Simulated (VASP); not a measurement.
Here is a VASP 6.6.1 calculation.

INCAR

```
SYSTEM = InAg2F5
PREC = Accurate
ENCUT = 520
EDIFF = 1E-6
ISMEAR = 0
SIGMA = 0.1
LREAL = .False.
LASPH = .True.
NELM = 60
ALGO = Normal
ISIF = 2
LWAVE = .False.
LCHARG = .True.
GGA = PE
LELF = .True.
LVHAR = .True.
NBANDS = 45
```

File KPOINTS:

```
Automatic mesh
0
Gamma
  6 6 4
  0 0 0
```

Contents of POSCAR:

```
InAg2F5
1.0
    4.5753812051      0.0000000000      0.0000000000
   -2.2876906025      3.9623963556      0.0000000000
    0.0000000000      0.0000000000      6.4964989496
In Ag F
1 2 5
Direct
    0.0000000000      0.0000000000      0.5000000000
    0.3333333333      0.6666666667      0.0000000000
    0.6666666667      0.3333333333      0.0000000000
    0.3333333333      0.6666666667      0.6857710567
    0.6666666667      0.3333333333      0.6857710567
    0.6666666667      0.3333333333      0.3142289433
    0.3333333333      0.6666666667      0.3142289433
    0.0000000000      0.0000000000      0.0000000000
```

Potentials or basis: VASP PAW PBE potentials, release 64 (In_d, Ag, F).

The run is started by

```sh
$ cat potpaw_PBE.64/In_d/POTCAR potpaw_PBE.64/Ag/POTCAR potpaw_PBE.64/F/POTCAR > POTCAR
$ mpirun -np 1 vasp_std > vasp.out
```

(1) Estimate the largest force.

(2) What does it give for the band gap on the k mesh?

(3) Estimate the pressure.

Answers

(1) 0.029 eV/Å.

(2) zero (band 35 reaches 2.59 eV, above the bottom of band 36 at 2.22 eV).

(3) -0.3 GPa.

Caveat: spin-orbit coupling is left out, which moves the levels of the heavy elements.
